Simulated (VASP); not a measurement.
A run of VASP 6.6.1 is set up as follows.

The input INCAR:

```
SYSTEM = Cs3Pt
ALGO = Normal
EDIFF = 1E-6
ENCUT = 520
GGA = PE
ISIF = 2
ISMEAR = 1
LASPH = .True.
LCHARG = .True.
LELF = .True.
LREAL = .False.
LVHAR = .True.
LWAVE = .False.
NBANDS = 26
NELM = 60
PREC = Accurate
SIGMA = 0.05
```

Contents of KPOINTS:

```
k-points
0
Gamma
  3 3 3
  0 0 0
```

File POSCAR:

```
Cs3Pt
1.0
    5.7776530000      0.0000000000      0.0000000000
    0.0000000000      5.7776530000      0.0000000000
    0.0000000000      0.0000000000      5.7776530000
Cs Pt
3 1
Direct
    0.0000000000      0.0000000000      0.5000000000
    0.0000000000      0.5000000000      0.0000000000
    0.5000000000      0.0000000000      0.0000000000
    0.5000000000      0.5000000000      0.5000000000
```

Potentials or basis: VASP PAW PBE potentials, release 64 (Cs_sv, Pt).

Run with:

```sh
$ cat potpaw_PBE.64/Cs_sv/POTCAR potpaw_PBE.64/Pt/POTCAR > POTCAR
$ mpirun -np 1 vasp_std > vasp.out
```

(1) Estimate the pressure.

## Answers

(1) 0.0 GPa.

Caveat: the k points lie up to 0.36 Å⁻¹ apart.
